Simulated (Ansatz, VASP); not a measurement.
**Two plane-wave programs on Bi2Te3**

INCAR

```
PREC = Accurate ; ENCUT = 520
EDIFF = 1E-7 ; ISMEAR = 0
SIGMA = 0.03 ; LREAL = False
LASPH = True ; NELM = 60
ALGO = Normal ; ISIF = 2
LWAVE = False ; LCHARG = False
GGA = PS ; NBANDS = 32
```

Contents of KPOINTS:

```
Automatic mesh
0
Gamma
  12 12 12
```

Contents of POSCAR:

```
Bi2Te3
1.0
    2.3656529601      1.3658103733     10.1077656267
   -2.3656529601      1.3658103733     10.1077656267
    0.0000000000     -2.7316207466     10.1077656267
Bi Te
2 3
Direct
    0.3998250490      0.3998250490      0.3998250490
    0.6001749510      0.6001749510      0.6001749510
    0.0000000000      0.0000000000      0.0000000000
    0.2100063517      0.2100063517      0.2100063517
    0.7899936483      0.7899936483      0.7899936483
```

Input for Ansatz:

```yaml
crystal:
  lattice:
    - [2.3656529601, 1.3658103733, 10.1077656267]
    - [-2.3656529601, 1.3658103733, 10.1077656267]
    - [0.0, -2.7316207466, 10.1077656267]
  atoms:
    - { symbol: Bi, position: [0.399825049, 0.399825049, 0.399825049] }
    - { symbol: Bi, position: [0.600174951, 0.600174951, 0.600174951] }
    - { symbol: Te, position: [0.0, 0.0, 0.0] }
    - { symbol: Te, position: [0.2100063517, 0.2100063517, 0.2100063517] }
    - { symbol: Te, position: [0.7899936483, 0.7899936483, 0.7899936483] }
basis:
  ecutwfc: 420
kpoints:
  mp_grid: { grid: [12, 12, 12] }
hamiltonian:
  xc: pbesol
scf:
  occupations: { method: gaussian, width: 0.03 }
output:
  forces: true
  stress: true
  eigenvalues: true
```

Change from the starting cell: strain +0.080 along x and y, +0.000 along z, atoms carried along.

Alike in both runs: task single point; functional PBEsol; k mesh 12 × 12 × 12; occupations gaussian, width 0.03 eV; no spin polarisation.

|  | VASP | Ansatz |
| --- | --- | --- |
| version | VASP 6.6.1 | Ansatz 0.2.0 |
| potentials or method | VASP PAW PBE potentials, release 64 (Bi_d, Te), cutoff 520 eV | scalar-relativistic, plane waves, PAW |
| valence electrons in the cell | 48 | 78 |

```csv
,VASP,Ansatz,Ansatz less VASP
gap on the k mesh at the Fermi level (eV),0.08,0.09,+0.009
least direct gap on the mesh (eV),0.08,0.09,+0.010
pressure (GPa),-5.7,-5.7,+0.01
"traceless stress, the component that is largest in VASP (GPa)",1.26,1.27,+0.002
rms of the force components (eV/Å),0.239,0.243,+0.0039
```

VASP's potentials were made for PBE, not for PBEsol. Atom by atom the forces differ by 0.004 eV/Å (rms over components). The functional is the same, so the differences come from potentials, cutoffs and numerics. VASP's potentials hold 48 valence electrons a cell and Ansatz's 78, so a difference there can come from the potentials and not from the codes.

Neither program's run includes spin-orbit coupling.
